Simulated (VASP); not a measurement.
# ZrSi2 (Cmcm) in VASP: settings compared, part 2 of 2

VASP 6.6.1. Earlier steps stand in the parts before.

### 5 Single point, r2SCAN

This run uses another cell than the first one, of 16.77 Å³/atom.

File POSCAR:

```
ZrSi2
1.0
    1.8513760213     -7.4205341503      0.0000000000
    1.8513760213      7.4205341503      0.0000000000
    0.0000000000      0.0000000000      3.6614497653
Zr Si
2 4
Direct
    0.8943244483      0.1056755517      0.2500000000
    0.1056755517      0.8943244483      0.7500000000
    0.5519324269      0.4480675731      0.2500000000
    0.4480675731      0.5519324269      0.7500000000
    0.2502184083      0.7497815917      0.2500000000
    0.7497815917      0.2502184083      0.7500000000
```

File INCAR.step1:

```
  PREC = Accurate
  ENCUT = 520
  ISMEAR = -1
  SIGMA = 0.1
  LREAL = F
  LASPH = T
  NELM = 100
  NBANDS = 29
  GGA = PE
  ALGO = Normal
  EDIFF = 1E-4
  LWAVE = T
  LCHARG = F
```

File INCAR.step2:

```
  PREC = Accurate
  ENCUT = 520
  EDIFF = 1E-6
  ISMEAR = -1
  SIGMA = 0.1
  LREAL = F
  LASPH = T
  NELM = 100
  ALGO = Normal
  ISIF = 2
  LWAVE = F
  LCHARG = F
  METAGGA = R2SCAN
  LMIXTAU = T
  NBANDS = 29
  ISTART = 1
```

File KPOINTS:

```
regular mesh
0
Gamma
  6 6 6
```

The run is started by

```sh
$ cat potpaw_PBE.64/Zr_sv/POTCAR potpaw_PBE.64/Si/POTCAR > POTCAR
$ cp INCAR.step1 INCAR
$ mpirun -np 1 vasp_std > vasp.out
$ cp INCAR.step2 INCAR
$ mpirun -np 1 vasp_std > vasp.out
```

It took 9 min on 1 thread of Intel Xeon Platinum 8488C (Sapphire Rapids), shared host; peak memory 0.41 GiB.

It converged, with:

| Quantity | Value |
| --- | --- |
| Free energy | -84.5597 eV |
| Pressure | -0.1 GPa |
| Largest force | 0.021 eV/Å |
| Band gap on the k mesh | zero (bands 20 and 21 overlap by 0.87 eV) |

Forces in eV/Å, atoms in the order of the input:
```
Zr   0.000  0.010  0.000
Zr   0.000 -0.010  0.000
Si   0.000  0.021  0.000
Si   0.000 -0.021  0.000
Si   0.000 -0.002  0.000
Si   0.000  0.002  0.000
```

Levels at points of the mesh, in eV from the Fermi level:
```
           k point  band 17  band 18  band 19  band 20  band 21  band 22  band 23  band 24
(0.00, 0.00, 0.00)    -2.64    -2.50    -2.44     0.00     1.21     1.49     1.56     1.73
(0.50, 0.00, 0.00)    -2.04    -1.51    -0.87    -0.46    -0.42     0.95     1.02     2.20
(0.50, 0.50, 0.00)    -2.77    -2.15    -1.57     0.45     1.13     1.21     1.65     1.85
(0.00, 0.00, 0.50)    -2.00    -2.00    -0.11    -0.11    -0.01    -0.01     1.59     1.59
(0.50, 0.00, 0.50)    -3.56    -3.56    -2.29    -2.29     2.28     2.28     3.35     3.35
(0.50, 0.50, 0.50)    -2.35    -2.35    -0.97    -0.97     0.06     0.06     2.44     2.44
```

Caveat: the PAW data sets were made with another functional, which shifts forces and pressure a little.

### 6 Relaxation of cell and atoms, LDA

This run uses another cell than the first one, of 16.71 Å³/atom.

File INCAR:

```
PREC = Accurate
ENCUT = 600
EDIFF = 1E-6
ISMEAR = -1
SIGMA = 0.1
LREAL = F
LASPH = T
NELM = 60
ALGO = Normal
ISIF = 3
LWAVE = F
LCHARG = F
IBRION = 2
NSW = 80
EDIFFG = -0.01
```

KPOINTS is that of step 5.

File POSCAR:

```
ZrSi2
1.0
    1.8530000000     -7.3675000000      0.0000000000
    1.8530000000      7.3675000000      0.0000000000
    0.0000000000      0.0000000000      3.6720000000
Zr Si
2 4
Direct
    0.8946000000      0.1054000000      0.2500000000
    0.1054000000      0.8946000000      0.7500000000
    0.5522000000      0.4478000000      0.2500000000
    0.4478000000      0.5522000000      0.7500000000
    0.2496000000      0.7504000000      0.2500000000
    0.7504000000      0.2496000000      0.7500000000
```

Potentials or basis: VASP PAW LDA potentials, release 64 (Zr_sv, Si).

The run is started by

```sh
$ cat potpaw_LDA.64/Zr_sv/POTCAR potpaw_LDA.64/Si/POTCAR > POTCAR
$ mpirun -np 1 vasp_std > vasp.out
```

Wall time 9 min (1 thread of Intel Xeon 6975P-C (Granite Rapids), shared host); peak memory 0.35 GiB.

Results (log left out):

| Item | Value |
| --- | --- |
| Free energy | -47.0054 eV |
| Relaxed volume | 16.05 Å³/atom |
| Relaxed cell | a = 7.460 Å, b = 7.460 Å, c = 3.634 Å, α = 90.00°, β = 90.00°, γ = 151.57° |
| Space group after relaxing (to 0.1 Å) | Cmcm (No. 63) |
| Energy gained by relaxing | 11.1 meV/atom |
| Ionic steps | 12 |
| Pressure after relaxing | 0.0 GPa |
| Band gap on the k mesh | zero (bands 20 and 21 overlap by 0.88 eV) |

Forces on the atoms (eV/Å):
```
Zr   0.000 -0.002  0.000
Zr   0.000  0.002  0.000
Si   0.000  0.001  0.000
Si   0.000 -0.001  0.000
Si   0.000  0.001  0.000
Si   0.000 -0.001  0.000
```

Stress tensor (GPa, compression positive):
```
 0.06  0.00  0.00
 0.00  0.09  0.00
 0.00  0.00 -0.04
```

Step by step:
```csv
step,energy change (eV),largest force (eV/Å),pressure (GPa),volume (Å³)
1,0.0000,0.1367,-4.95,100.26
2,0.0046,0.2602,6.00,92.96
3,-0.0599,0.1949,0.03,96.58
4,-0.0599,0.1961,0.13,96.51
5,-0.0640,0.0980,0.09,96.42
6,-0.0650,0.0122,0.06,96.34
7,-0.0665,0.0067,-0.09,96.39
8,-0.0666,0.0053,-0.14,96.40
9,-0.0666,0.0038,0.19,96.19
10,-0.0667,0.0021,0.06,96.29
11,-0.0667,0.0020,0.06,96.29
12,-0.0667,0.0023,0.04,96.30
```

Final structure:
```cif
data_structure
_symmetry_space_group_name_H-M 'P 1'
_symmetry_Int_Tables_number 1
_cell_length_a 7.4605
_cell_length_b 7.4605
_cell_length_c 3.6336
_cell_angle_alpha 90.000
_cell_angle_beta 90.000
_cell_angle_gamma 151.565
_cell_volume 96.30
loop_
_atom_site_label
_atom_site_type_symbol
_atom_site_fract_x
_atom_site_fract_y
_atom_site_fract_z
_atom_site_occupancy
Zr1 Zr 0.89554 0.10446 0.25000 1
Zr2 Zr 0.10446 0.89554 0.75000 1
Si1 Si 0.55401 0.44599 0.25000 1
Si2 Si 0.44599 0.55401 0.75000 1
Si3 Si 0.25005 0.74995 0.25000 1
Si4 Si 0.74995 0.25005 0.75000 1
```

Levels at points of the mesh, in eV from the Fermi level:
```tsv
k point	band 16	band 17	band 18	band 19	band 20	band 21	band 22	band 23	band 24
(0.00, 0.00, 0.00)	-2.52	-2.44	-2.39	-2.31	0.03	1.06	1.42	1.48	1.60
(0.50, 0.00, 0.00)	-2.64	-1.75	-1.59	-0.90	-0.51	-0.46	1.00	1.03	2.15
(0.50, 0.50, 0.00)	-2.76	-2.69	-1.89	-1.47	0.43	0.97	1.15	1.46	1.73
(0.00, 0.00, 0.50)	-2.57	-2.00	-2.00	-0.08	-0.08	0.25	0.25	1.60	1.60
(0.50, 0.00, 0.50)	-3.81	-3.20	-3.20	-2.19	-2.19	2.28	2.28	3.16	3.16
(0.50, 0.50, 0.50)	-2.99	-2.33	-2.33	-0.96	-0.96	0.11	0.11	2.34	2.34
```

### 7 Single point, r2SCAN

This run uses another cell than the first one, of 16.77 Å³/atom.

File POSCAR:

```
ZrSi2
1.0
    1.8513760200     -7.4205341500      0.0000000000
    1.8513760200      7.4205341500      0.0000000000
    0.0000000000      0.0000000000      3.6614497700
Zr Si
2 4
Direct
    0.8943244500      0.1056755500      0.2500000000
    0.1056755500      0.8943244500      0.7500000000
    0.5519324300      0.4480675700      0.2500000000
    0.4480675700      0.5519324300      0.7500000000
    0.2502184100      0.7497815900      0.2500000000
    0.7497815900      0.2502184100      0.7500000000
```

File INCAR.step1:

```
PREC     = Accurate       # precision mode
ENCUT    = 520            # plane-wave cutoff, eV
ISMEAR   = -1             # smearing method
SIGMA    = 0.1            # smearing width, eV
LREAL    = F              # projectors in reciprocal space
LASPH    = T              # aspherical terms in the spheres
NELM     = 100            # most SCF steps
NBANDS   = 29             # bands
GGA      = PE             # functional
ALGO     = Normal         # electronic algorithm
EDIFF    = 1E-4           # SCF threshold, eV
LWAVE    = T              # write WAVECAR
LCHARG   = F              # write CHGCAR
```

File INCAR.step2:

```
PREC     = Accurate       # precision mode
ENCUT    = 520            # plane-wave cutoff, eV
EDIFF    = 1E-6           # SCF threshold, eV
ISMEAR   = -1             # smearing method
SIGMA    = 0.1            # smearing width, eV
LREAL    = F              # projectors in reciprocal space
LASPH    = T              # aspherical terms in the spheres
NELM     = 100            # most SCF steps
ALGO     = Normal         # electronic algorithm
ISIF     = 2              # what is computed and relaxed
LWAVE    = F              # write WAVECAR
LCHARG   = F              # write CHGCAR
METAGGA  = R2SCAN         # meta-GGA
LMIXTAU  = T            
NBANDS   = 29             # bands
ISTART   = 1
```

File KPOINTS:

```
regular mesh
0
Gamma
  8 8 8
```

Potentials or basis: VASP PAW PBE potentials, release 64 (Zr_sv, Si).

The run is started by

```sh
$ cat potpaw_PBE.64/Zr_sv/POTCAR potpaw_PBE.64/Si/POTCAR > POTCAR
$ cp INCAR.step1 INCAR
$ mpirun -np 1 vasp_std > vasp.out
$ cp INCAR.step2 INCAR
$ mpirun -np 1 vasp_std > vasp.out
```

It took 11 min on 1 thread of Intel Xeon 6975P-C (Granite Rapids), shared host; peak memory 0.52 GiB.

The run converged. Its results:

```yaml
Free_energy: -84.5624 eV
Pressure: -0.1 GPa
Largest_force: 0.038 eV/Å
Band_gap_on_the_k_mesh: zero (bands 20 and 21 overlap by 0.87 eV)
```

Forces on the atoms (eV/Å):
```
Zr   0.000  0.038  0.000
Zr   0.000 -0.038  0.000
Si   0.000  0.029  0.000
Si   0.000 -0.029  0.000
Si   0.000 -0.014  0.000
Si   0.000  0.014  0.000
```

Stress tensor (GPa, compression positive):
```
-0.84  0.00  0.00
 0.00  0.10  0.00
 0.00  0.00  0.32
```

Levels at points of the mesh, in eV from the Fermi level:
| k point | band 17 | band 18 | band 19 | band 20 | band 21 | band 22 | band 23 | band 24 |
| --- | --- | --- | --- | --- | --- | --- | --- | --- |
| (0.00, 0.00, 0.00) | -2.65 | -2.52 | -2.46 | -0.02 | 1.20 | 1.48 | 1.55 | 1.72 |
| (0.50, 0.00, 0.00) | -2.05 | -1.53 | -0.89 | -0.47 | -0.43 | 0.94 | 1.00 | 2.19 |
| (0.50, 0.50, 0.00) | -2.78 | -2.16 | -1.58 | 0.44 | 1.12 | 1.20 | 1.64 | 1.85 |
| (0.00, 0.00, 0.50) | -2.01 | -2.01 | -0.12 | -0.12 | -0.02 | -0.02 | 1.58 | 1.58 |
| (0.50, 0.00, 0.50) | -3.57 | -3.57 | -2.31 | -2.31 | 2.26 | 2.26 | 3.34 | 3.34 |
| (0.50, 0.50, 0.50) | -2.36 | -2.36 | -0.98 | -0.98 | 0.05 | 0.05 | 2.43 | 2.43 |

Caveat: the PAW data sets were made with another functional, which shifts forces and pressure a little.

### 8 The runs side by side

```tsv
task	level	potentials or basis	cell	k mesh	cutoff (eV)	gap on the mesh (eV)	pressure (GPa)	largest force (eV/Å)
single point	LDA	VASP PAW LDA potentials, release 64 (Zr_sv, Si)	a = 7.459, b = 7.459, c = 3.631 Å, angles 90.0, 90.0, 151.6°, 6 atoms, atomic positions A	6 × 6 × 6	520	none	0.2	0.01
single point	PBEsol	VASP PAW PBE potentials, release 64 (Zr_sv, Si)	a = 7.498, b = 7.498, c = 3.652 Å, angles 90.0, 90.0, 151.5°, 6 atoms, atomic positions A	6 × 6 × 6	520	none	0.1	-
single point	PBE	VASP PAW PBE potentials, release 64 (Zr_sv, Si)	a = 7.613, b = 7.613, c = 3.675 Å, angles 90.0, 90.0, 151.7°, 6 atoms, atomic positions B	6 × 6 × 6	520	none	0.0	0.01
single point	r2SCAN	VASP PAW PBE potentials, release 64 (Zr_sv, Si)	a = 7.648, b = 7.648, c = 3.661 Å, angles 90.0, 90.0, 152.0°, 6 atoms, atomic positions C	6 × 6 × 6	520	none	-0.1	0.02
relaxation of cell and atoms	LDA	VASP PAW LDA potentials, release 64 (Zr_sv, Si)	relaxed from a = 7.597, b = 7.597, c = 3.672 Å, angles 90.0, 90.0, 151.8°, 6 atoms, atomic positions D	6 × 6 × 6	600	none	0.0	-
single point	r2SCAN	VASP PAW PBE potentials, release 64 (Zr_sv, Si)	a = 7.648, b = 7.648, c = 3.661 Å, angles 90.0, 90.0, 152.0°, 6 atoms, atomic positions C	8 × 8 × 8	520	none	-0.1	0.04
```

Alike in all rows: no spin polarisation; smearing fermi-dirac 0.1 eV.

Caveats: the PAW data sets were made with another functional, which shifts forces and pressure a little (at least some runs).

Absolute energies hang on the potentials; compare differences alone.
